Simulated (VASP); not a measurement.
Zn2Sb3, 10 atoms in the cell. Symmetry: R-3c, No. 167, trigonal system. Conventional cell: a = 6.609 Å, b = 6.609 Å, c = 18.044 Å, α = 90.00°, β = 90.00°, γ = 120.00°. Within 3.4 Å of Zn (site symmetry 3) lie 6 Sb at 2.58 to 2.74 Å. Within 3.8 Å of Sb (site symmetry 2) lie 4 Zn at 2.58 to 2.74 Å and 8 Sb at 3.51 to 3.78 Å. 

* Program: VASP 6.6.1
* Task: single point
* Functional: PBE
* Potentials or basis: VASP PAW PBE potentials, release 64 (Zn, Sb)
* Cutoff: 520 eV
* k mesh: 3 × 3 × 3
* Occupations: gaussian, width 0.1 eV
* Spin: no spin polarisation
* Dipole correction: no
* Further INCAR settings: ALGO = Normal; EDIFF = 1e-06; NBANDS = 50

Potentials or basis: VASP PAW PBE potentials, release 64 (Zn, Sb).

The run is started by

```sh
$ cat potpaw_PBE.64/Zn/POTCAR potpaw_PBE.64/Sb/POTCAR > POTCAR
$ mpirun -np 1 vasp_std > vasp.out
```

Hardware: 1 thread of AMD EPYC 9R45 96-Core Processor (Zen 5), on a shared host.

Question: How long does it take, and how much memory?

Answer: Run time: 71 s on 1 thread of AMD EPYC 9R45 96-Core Processor (Zen 5), on a shared host, peak memory 0.38 GiB. Counts: scf iterations 13, k points 6.
